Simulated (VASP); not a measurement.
# HfB2 in VASP: further runs

The runs below take HfB2 through single point, with PBE.

All numbers are computed with VASP 6.6.1; they aren't measurements. Logs are shortened: lines on timing, memory, paths and dates and some standing lists are left out, and cuts for length are marked.

**1. The cell of the first run**

It takes space group P6/mmm (No. 191, hexagonal). The conventional cell has a = 3.133 Å, b = 3.133 Å, c = 3.479 Å, α = 90.00°, β = 90.00°, γ = 120.00°. Within 3.3 Å of Hf (site symmetry 6/mmm) lie 12 B at 2.51 Å and 6 Hf at 3.13 Å. B (site symmetry -6m2) has 3 B at 1.81 Å within 2.4 Å.

**2. Single point, PBE**

The input, INCAR:

```
SYSTEM = HfB2
  PREC = Accurate
  ENCUT = 500
  EDIFF = 1E-6
  ISMEAR = 0
  SIGMA = 0.1
  LREAL = .FALSE.
  LASPH = .TRUE.
  NELM = 120
  ALGO = Normal
  ISIF = 2
  LWAVE = .FALSE.
  LCHARG = .TRUE.
  GGA = PE
  LELF = .TRUE.
  LVHAR = .TRUE.
  NBANDS = 15
  GGA_COMPAT = .FALSE.
```

The input, KPOINTS:

```
regular mesh
0
G
  3 3 2
  0 0 0
```

The input, POSCAR:

```
HfB2
1.0
    3.1326790839      0.0000000000      0.0000000000
   -1.5663395419      2.7129796685      0.0000000000
    0.0000000000      0.0000000000      3.4792139900
Hf B
1 2
Direct
    0.0000000000      0.0000000000      0.0000000000
    0.3333333333      0.6666666667      0.5000000000
    0.6666666667      0.3333333333      0.5000000000
```

Potentials or basis: VASP PAW PBE potentials, release 64 (Hf_pv, B).

On the command line:

```sh
$ cat potpaw_PBE.64/Hf_pv/POTCAR potpaw_PBE.64/B/POTCAR > POTCAR
$ mpirun -np 1 vasp_std > vasp.out
```

OUTCAR:

```text
SYSTEM = HfB2
   PREC = Accurate
   ENCUT = 500
   EDIFF = 1E-6
   ISMEAR = 0
   LREAL = .FALSE.
   LASPH = .TRUE.
   NELM = 120
   ISIF = 2
   GGA = PE

 ion  position               nearest neighbor table
   1  0.000  0.000  0.000-   2 2.51   3 2.51   2 2.51   3 2.51   2 2.51   2 2.51   3 2.51   3 2.51
                             3 2.51   3 2.51   2 2.51   2 2.51
   2  0.333  0.667  0.500-   3 1.81   3 1.81   3 1.81   1 2.51   1 2.51   1 2.51   1 2.51   1 2.51
                             1 2.51
   3  0.667  0.333  0.500-   2 1.81   2 1.81   2 1.81   1 2.51   1 2.51   1 2.51   1 2.51   1 2.51
                             1 2.51

  LATTYP: Found a hexagonal cell.
 ALAT       =     3.1326790839
 C/A-ratio  =     1.1106193443

  Lattice vectors:

 A1 = (   3.1326790839,   0.0000000000,   0.0000000000)
 A2 = (  -1.5663395419,   2.7129796685,   0.0000000000)
 A3 = (   0.0000000000,   0.0000000000,   3.4792139900)

Analysis of symmetry for initial positions (statically):
=====================================================================
 Subroutine PRICEL returns:
 Original cell was already a primitive cell.

 Routine SETGRP: Setting up the symmetry group for a
 hexagonal supercell.

 Subroutine GETGRP returns: Found 24 space group operations
 (whereof 24 operations were pure point group operations)
 out of a pool of 24 trial point group operations.

The static configuration has the point symmetry D_6h.

Analysis of symmetry for dynamics (positions and initial velocities):
=====================================================================
 Subroutine PRICEL returns:
 Original cell was already a primitive cell.

 Routine SETGRP: Setting up the symmetry group for a
 hexagonal supercell.

 Subroutine GETGRP returns: Found 24 space group operations
 (whereof 24 operations were pure point group operations)
 out of a pool of 24 trial point group operations.

The dynamic configuration has the point symmetry D_6h.

 Subroutine INISYM returns: Found 24 space group operations
 (whereof 24 operations are pure point group operations),
 and found     1 'primitive' translations

----------------------------------------------------------------------------------------

                                     Primitive cell

  volume of cell :      29.5695

  direct lattice vectors                    reciprocal lattice vectors
     3.132679084  0.000000000  0.000000000     0.319215589  0.184299206  0.000000000
[... 79 lines left out ...]
   PSTRESS=    0.0 pullay stress
   NELECT =      16.0000    total number of electrons
   NUPDOWN=      -1.0000    fix difference up-down
   EMIN   =  10.00;   EMAX   =-10.00  energy-range for DOS
   EFERMI =   0.00;   METHOD = LEGACY
   ISMEAR =     0;   SIGMA  =   0.10  broadening in eV -4-tet -1-fermi 0-gaus
   EFERMI_NEDOS =   21; number of points for ismear=-14 and -15
   IALGO  =     38    algorithm
   IMIX   =      4    mixing-type and parameters
     AMIX     =   0.40;   BMIX     =  1.00
     AMIX_MAG =   1.60;   BMIX_MAG =  1.00
  volume/ion in A,a.u.               =       9.86        66.51
  Fermi-wavevector in a.u.,A,eV,Ry     =   1.334034  2.520959 24.213571  1.779647
  Thomas-Fermi vector in A             =   2.462847
   LORBIT       =      0    0 simple, 1 ext, 2 COOP (PROOUT), +10 PAW based schemes
   GGA     = PE    functional components
   LHFCALC =     F    Hartree Fock is set to
   AEXX    =    0.0000 exact exchange contribution
   IVDW    =     0    specifies the selected vdW correction
   LEPSILON=     F    determine dielectric tensor
   LRPA    =     F    only Hartree local field effects (RPA)
 non-spin polarized calculation
 Gauss-broadening in eV      SIGMA  =   0.10
  energy-cutoff  :      500.00
  volume of cell :       29.57
 maximum number of plane-waves:       754
 NGX is ok and might be reduce to    24
   NGX = 11   NGY = 11   NGZ = 13

 number of electron      15.9999998 magnetization

 Free energy of the ion-electron system (eV)
  ---------------------------------------------------
  ext. energy  EPLUGINS =         0.00000000
  ---------------------------------------------------
  free energy    TOTEN  =       -26.44420613 eV

  energy without entropy =      -26.43793735  energy(sigma->0) =      -26.44107174

 E-fermi :   8.0995     XC(G=0): -12.6123

 val. band max:        8.0995023577   @ k =   0.0000   0.0000   0.5000
 cond. band min:       8.0995023609   @ k =   0.0000   0.0000   0.5000
 fundamental gap:      0.0000000032
 Fermi energy:         8.0995023593

 k-point     1 :       0.0000    0.0000    0.0000
  band No.  band energies     occupation
      1     -22.9763      2.00000
      2     -22.5859      2.00000
      3     -22.5859      2.00000
      4      -5.9664      2.00000
      5       4.5948      2.00000
      6       4.8844      2.00000
      7       4.8844      2.00000
      8       4.9720      2.00000
      9      11.7011      0.00000
     10      11.7011      0.00000
     11      12.3324      0.00000
     12      12.3324      0.00000
     13      12.7989      0.00000
     14      12.9098      0.00000
[... 77 lines left out ...]
      2     -23.0909      2.00000
      3     -23.0478      2.00000
      4      -1.3217      2.00000
      5      -1.3217      2.00000
      6       2.3729      2.00000
      7       4.4941      2.00000
      8       4.4941      2.00000
      9      12.1913      0.00000
     10      13.0334      0.00000
     11      14.6699      0.00000
     12      14.6699      0.00000
     13      15.0031      0.00000
     14      15.0031      0.00000
     15      17.3799      0.00000

------------------------ aborting loop because EDIFF is reached ----------------------------------------

  FORCE on cell =-STRESS in cart. coord.  units (eV):
  Direction    XX          YY          ZZ          XY          YZ          ZX
  --------------------------------------------------------------------------------------
  -------------------------------------------------------------------------------------
  Total        0.7148321      0.7148321     -0.6045551      0.0000000      0.0000000      0.0000000
  in kB       38.7321014     38.7321014    -32.7569069      0.0000000      0.0000000      0.0000000
  external PRESSURE =      14.9024319 kB  Pullay stress =       0.0000000 kB

 VOLUME and BASIS-vectors are now :
 -----------------------------------------------------------------------------
  energy-cutoff  :      500.00
  volume of cell :       29.57
      direct lattice vectors                 reciprocal lattice vectors
     3.132679084  0.000000000  0.000000000     0.319215589  0.184299206  0.000000000
    -1.566339542  2.712979669  0.000000000     0.000000000  0.368598413  0.000000000
     0.000000000  0.000000000  3.479213990     0.000000000  0.000000000  0.287421240

 POSITION                                       TOTAL-FORCE (eV/Angst)
 -----------------------------------------------------------------------------------
      0.00000      0.00000      0.00000         0.000000      0.000000      0.000000
     -0.00000      1.80865      1.73961        -0.000000     -0.000000     -0.000000
      1.56634      0.90433      1.73961         0.000000     -0.000000      0.000000
 -----------------------------------------------------------------------------------
    total drift:                               -0.000000      0.000000      0.000000

  FREE ENERGIE OF THE ION-ELECTRON SYSTEM (eV)
  ---------------------------------------------------
  free  energy   TOTEN  =       -26.4442061280 eV

  energy  without entropy=      -26.4379373548  energy(sigma->0) =      -26.44107174
```

It took 7.4 s on 1 thread of Intel Xeon 8259CL, shared host; peak memory 0.14 GiB.

What came out:

```yaml
Free_energy: -26.4442 eV
Pressure: 1.5 GPa
Band_gap_on_the_k_mesh: zero (filled and empty bands touch)
```

Caveat: the k points lie up to 0.90 Å⁻¹ apart; spin-orbit coupling is left out, which moves the levels of the heavy elements.

**3. Single point, PBE**

This run uses another cell than the first one, of 9.74 Å³/atom, 0.988 times its volume.

The input, INCAR:

```
SYSTEM = HfB2
PREC = Accurate
ENCUT = 500
EDIFF = 1E-6
ISMEAR = 0
SIGMA = 0.1
LREAL = .FALSE.
LASPH = .TRUE.
NELM = 120
ALGO = Normal
ISIF = 2
LWAVE = .FALSE.
LCHARG = .TRUE.
GGA = PE
LELF = .TRUE.
LVHAR = .TRUE.
NBANDS = 15
GGA_COMPAT = .FALSE.
```

The input, KPOINTS:

```
Automatic mesh
0
G
  2 2 2
  0 0 0
```

The input, POSCAR:

```
HfB2
1.0
    3.1193535627      0.0207163294      0.0030940660
   -1.5417359138      2.6935434005     -0.0072077118
    0.0034363296     -0.0072594398      3.4654483732
Hf B
1 2
Direct
    0.0000000000      0.0000000000      0.0000000000
    0.3333333333      0.6666666667      0.5000000000
    0.6666666667      0.3333333333      0.5000000000
```

Potentials or basis: VASP PAW PBE potentials, release 64 (Hf_pv, B).

On the command line:

```sh
$ cat potpaw_PBE.64/Hf_pv/POTCAR potpaw_PBE.64/B/POTCAR > POTCAR
$ mpirun -np 1 vasp_std > vasp.out
```

Run time: 9.4 s. Hardware: 1 thread of Intel Xeon 8259CL, shared host; peak memory 0.14 GiB.

It converged, with:

```
Free energy            : -25.8509 eV
Pressure               : 5.6 GPa
Largest force          : 0.445 eV/Å
Band gap on the k mesh : 0.07 eV, direct
```

Forces in eV/Å, atoms in the order of the input:
```
Hf   0.000  0.000  0.000
B    0.445  0.003  0.006
B   -0.445 -0.003 -0.006
```

Stress tensor (GPa, compression positive):
```
11.31 -1.42 -0.50
-1.42 10.27  0.90
-0.50  0.90 -4.92
```

Levels at points of the mesh, in eV from the valence-band top:
```
           k point  band 6  band 7  band 8  band 9  band 10  band 11
(0.00, 0.00, 0.00)   -3.24   -3.07   -3.05    3.57     3.61     4.25
(0.50, 0.00, 0.00)   -4.56   -3.40   -3.34    1.92     2.34     5.18
(0.00, 0.50, 0.00)   -4.56   -3.48   -3.36    1.89     2.29     5.18
(0.50, 0.50, 0.00)   -4.54   -3.58   -3.40    1.86     2.21     5.20
(0.00, 0.00, 0.50)   -1.25   -1.15    0.00    0.07     0.25     0.51
(0.50, 0.00, 0.50)   -5.29   -5.04   -3.08    3.75     4.14     5.69
(0.00, 0.50, 0.50)   -5.29   -5.13   -3.03    3.79     3.99     5.71
(0.50, 0.50, 0.50)   -5.29   -5.23   -2.96    3.81     3.84     5.76
```

Caveat: the k points lie up to 1.16 Å⁻¹ apart; spin-orbit coupling is left out, which moves the levels of the heavy elements. A k mesh can miss the band edges.
